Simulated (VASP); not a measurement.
The system is BaTiO3.

```
Ba Ti O
1.0
     4.00600    0.00000    0.00000
     0.00000    4.00600    0.00000
     0.00000    0.00000    4.00600
Ba Ti O
1 1 3
Direct
  0.50000 0.50000 0.50000
  0.00000 0.00000 0.00000
  0.00000 0.00000 0.50000
  0.00000 0.50000 0.00000
  0.50000 0.00000 0.00000
```

Base run:

* Program: VASP 6.6.1
* Functional: PBEsol
* Potentials or basis: VASP PAW PBE potentials, release 64 (Ba_sv, Ti_sv, O)
* Cutoff: 520 eV
* k mesh: 7 × 7 × 7
* Occupations: fermi-dirac, width 0.05 eV
* Spin: no spin polarisation
* Hubbard terms: Ti d U = 1.0 eV

Its results: band gap on the k mesh 1.86 eV, indirect (least direct gap 1.96 eV); pressure -2.0 GPa.

The run is repeated on the same cell with these changes: hubbard terms from Ti d U = 1.0 eV to none. What comes out?

Band gap on the k mesh 1.76 eV, indirect (least direct gap 1.84 eV); pressure -2.8 GPa.

The U term pushes filled and empty states of the shell apart.

Caveats: the PAW data sets were made with another functional, which shifts forces and pressure a little; spin-orbit coupling is left out, which moves the levels of the heavy elements.

A k mesh can miss the band edges.
